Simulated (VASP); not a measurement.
A run of VASP 6.6.1 is set up as follows.

File INCAR:

```
SYSTEM = RbNa3Te2
PREC     = Accurate       ! precision mode
ENCUT    = 520            ! plane-wave cutoff, eV
EDIFF    = 1E-7           ! SCF threshold, eV
ISMEAR   = 0              ! smearing method
SIGMA    = 0.02           ! smearing width, eV
LREAL    = .FALSE.        ! projectors in reciprocal space
LASPH    = .TRUE.         ! aspherical terms in the spheres
NELM     = 100            ! most SCF steps
ALGO     = Normal         ! electronic algorithm
ISIF     = 2              ! what is computed and relaxed
LWAVE    = .FALSE.        ! write WAVECAR
LCHARG   = .FALSE.        ! write CHGCAR
GGA      = PE             ! functional
NBANDS   = 30             ! bands
```

The input KPOINTS:

```
regular mesh
0
G
  12 12 4
  0 0 0
```

POSCAR

```
RbNa3Te2
1.0
    5.1353876238      0.0000000000      0.0000000000
   -2.5676938119      4.4473761405      0.0000000000
    0.0000000000      0.0000000000      8.2665953701
Rb Na Te
1 3 2
Direct
    0.0000000000      0.0000000000      0.0000000000
    0.0000000000      0.0000000000      0.5000000000
    0.3333333333      0.6666666667      0.0000000000
    0.3333333333      0.6666666667      0.5000000000
    0.6666666667      0.3333333333      0.2604319107
    0.6666666667      0.3333333333      0.7395680893
```

Potentials or basis: VASP PAW PBE potentials, release 64 (Rb_sv, Na_pv, Te).

Run with:

```console
$ cat potpaw_PBE.64/Rb_sv/POTCAR potpaw_PBE.64/Na_pv/POTCAR potpaw_PBE.64/Te/POTCAR > POTCAR
$ mpirun -np 1 vasp_std > vasp.out
```

Task: Estimate the pressure.

Result: 0.1 GPa.

Task: Estimate the band gap on the k mesh.

Result: 0.25 eV, indirect (least direct gap 0.30 eV).

Caveat: spin-orbit coupling is left out, which moves the levels of the heavy elements. A k mesh can miss the band edges.
